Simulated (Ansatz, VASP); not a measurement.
W: VASP beside Ansatz

The input INCAR:

```
SYSTEM = W
ALGO = Fast ; EDIFF = 1E-6
ENCUT = 520 ; ISIF = 2
ISMEAR = 0 ; LASPH = .True.
LCHARG = .False. ; LREAL = .False.
LWAVE = .False. ; NBANDS = 13
NELM = 100 ; PREC = Accurate
SIGMA = 0.15
```

The input KPOINTS:

```
k-points
0
Gamma
  20 20 20
  0 0 0
```

The input POSCAR:

```
W
1.0
   -1.5942649354      1.5210356913      1.5210356913
    1.5210356913     -1.5942649354      1.5210356913
    1.5210356913      1.5210356913     -1.5942649354
W
1
Direct
    0.0000000000      0.0000000000      0.0000000000
```

Input for Ansatz:

```yaml
crystal:
  lattice:
    - [-1.5942649354, 1.5210356913, 1.5210356913]
    - [1.5210356913, -1.5942649354, 1.5210356913]
    - [1.5210356913, 1.5210356913, -1.5942649354]
  atoms:
    - { symbol: W, position: [0.0, 0.0, 0.0] }
basis:
  ecutwfc: 420
kpoints:
  mp_grid: { grid: [20, 20, 20] }
hamiltonian:
  xc: lda
  pseudopotentials: { kind: paw, azcp: { folder: soft_1 } }
scf:
  occupations: { method: gaussian, width: 0.15 }
output:
  forces: true
  stress: true
  eigenvalues: true
```

Change from the starting cell: equal engineering shear yz, xz and xy -0.0467, equal normal strain along x, y and z -0.0300.

Alike in both runs: task single point; functional LDA; k mesh 20 × 20 × 20; occupations gaussian, width 0.15 eV; no spin polarisation.

```csv
,VASP,Ansatz
version,VASP 6.6.1,Ansatz 0.2.0
potentials or method,"VASP PAW LDA potentials, release 64 (W_sv), cutoff 520 eV","scalar-relativistic, plane waves, PAW"
valence electrons in the cell,14,14
```

|  | VASP | Ansatz | Ansatz less VASP |
| --- | --- | --- | --- |
| gap on the k mesh at the Fermi level (eV) | none | none | - |
| pressure (GPa) | 42.4 | 39.5 | -2.96 |
| traceless stress, the component that is largest in VASP (GPa) | 12.41 | 12.05 | -0.363 |

Ansatz warns that its potentials were made for another functional, while VASP's fit it. LDA's correlation is that of Perdew and Zunger in VASP and of Perdew and Wang (1992) in Ansatz. A gap of «none» marks a metal or a gap that the smearing closes. Both programs put the cell under a high pressure, so it lies far from rest at this level.

Neither program's run includes spin-orbit coupling.
